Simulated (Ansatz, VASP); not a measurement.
# InSb: VASP beside Ansatz

```xyz
2
Lattice="0.0000 3.2391 3.3039 3.2391 0.0000 3.3039 3.2391 3.2391 0.0000" Properties=species:S:1:pos:R:3 pbc="T T T"
In    0.0000    0.0000    0.0000
Sb    4.8586    4.8586    4.9558
```

Change from the starting cell: z stretched by +2 %, ions relaxed.

Alike in both runs: functional PBE; k mesh 12 × 12 × 12; occupations fermi-dirac, width 0.05 eV; no spin polarisation.

Ansatz relaxed the structure, and its values are those at the end. VASP's run is a single point on that final structure, the one shown.

```csv
,VASP,Ansatz
version,VASP 6.6.1,Ansatz 0.2.0
potentials or method,"VASP PAW PBE potentials, release 64 (In_d, Sb)","plane-wave PAW, scalar-relativistic"
plane-wave cutoff (eV),520,420
valence electrons in the cell,18,28
```

```csv
,VASP,Ansatz,Ansatz less VASP
pressure (GPa),2.1,2.2,+0.03
```

VASP's potentials hold 18 valence electrons a cell and Ansatz's 28, so a difference there can come from the potentials and not from the codes. Ansatz's warnings: stress scf threshold loose.

Spin-orbit coupling is off throughout.
